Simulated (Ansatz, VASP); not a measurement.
Rb3ScBe6: VASP beside Ansatz

Contents of INCAR:

```
PREC     = Accurate       # precision mode
ENCUT    = 520            # plane-wave cutoff, eV
EDIFF    = 1E-6           # SCF threshold, eV
ISMEAR   = 1              # smearing method
SIGMA    = 0.0598         # smearing width, eV
LREAL    = F              # projectors in reciprocal space
LASPH    = T              # aspherical terms in the spheres
NELM     = 60             # most SCF steps
ALGO     = Normal         # electronic algorithm
ISIF     = 2              # what is computed and relaxed
LWAVE    = F              # write WAVECAR
LCHARG   = F              # write CHGCAR
GGA      = PE             # functional
NBANDS   = 36             # bands
```

File KPOINTS:

```
Automatic mesh
0
Gamma
  4 4 4
```

The input POSCAR:

```
Rb3ScBe6
1.0
    0.0000000000      4.6885660000      4.6885660000
    4.6885660000      0.0000000000      4.6885660000
    4.6885660000      4.6885660000      0.0000000000
Rb Be Sc
3 6 1
Direct
    0.2500000000      0.2500000000      0.2500000000
    0.7500000000      0.7500000000      0.7500000000
    0.5000000000      0.5000000000      0.5000000000
    0.2299000000      0.7701000000      0.7701000000
    0.7701000000      0.2299000000      0.7701000000
    0.7701000000      0.2299000000      0.2299000000
    0.2299000000      0.7701000000      0.2299000000
    0.7701000000      0.7701000000      0.2299000000
    0.2299000000      0.2299000000      0.7701000000
    0.0000000000      0.0000000000      0.0000000000
```

Input for Ansatz:

```yaml
crystal:
  lattice:
    - [0.0, 4.688566, 4.688566]
    - [4.688566, 0.0, 4.688566]
    - [4.688566, 4.688566, 0.0]
  atoms:
    - { symbol: Rb, position: [0.25, 0.25, 0.25] }
    - { symbol: Rb, position: [0.75, 0.75, 0.75] }
    - { symbol: Rb, position: [0.5, 0.5, 0.5] }
    - { symbol: Be, position: [0.2299, 0.7701, 0.7701] }
    - { symbol: Be, position: [0.7701, 0.2299, 0.7701] }
    - { symbol: Be, position: [0.7701, 0.2299, 0.2299] }
    - { symbol: Be, position: [0.2299, 0.7701, 0.2299] }
    - { symbol: Be, position: [0.7701, 0.7701, 0.2299] }
    - { symbol: Be, position: [0.2299, 0.2299, 0.7701] }
    - { symbol: Sc, position: [0.0, 0.0, 0.0] }
  symmetry: { tolerance: 0.0003 }
kpoints:
  mp_grid: { grid: [4, 4, 4], shift: [0, 0, 0] }
magnetization:
  spin_polarized: false
scf:
  occupations: { method: methfessel_paxton, width: 0.0598 }
hamiltonian:
  pseudopotentials: { kind: paw }
  xc: pbe
basis:
  ecutwfc: 420
output:
  forces: true
  stress: true
  eigenvalues: true
```

Alike in both runs: task single point; functional PBE; k mesh 4 × 4 × 4; occupations methfessel-paxton of order 1, width 0.0598 eV; no spin polarisation.

```csv
,VASP,Ansatz
version,VASP 6.6.1,Ansatz 0.2.0
potentials or method,"VASP PAW PBE potentials, release 64 (Rb_sv, Be, Sc_sv), cutoff 520 eV",PAW plane waves
valence electrons in the cell,50,50
```

|  | VASP | Ansatz | Ansatz less VASP |
| --- | --- | --- | --- |
| gap on the k mesh at the Fermi level (eV) | none | none | - |
| pressure (GPa) | 14.6 | 14.6 | -0.06 |
| rms of the force components (eV/Å) | 0.213 | 0.214 | +0.0010 |

Atom by atom the forces differ by 0.001 eV/Å (rms over components). A gap of «none» marks a metal or a gap that the smearing closes. The functional is the same, so the differences come from potentials, cutoffs and numerics.
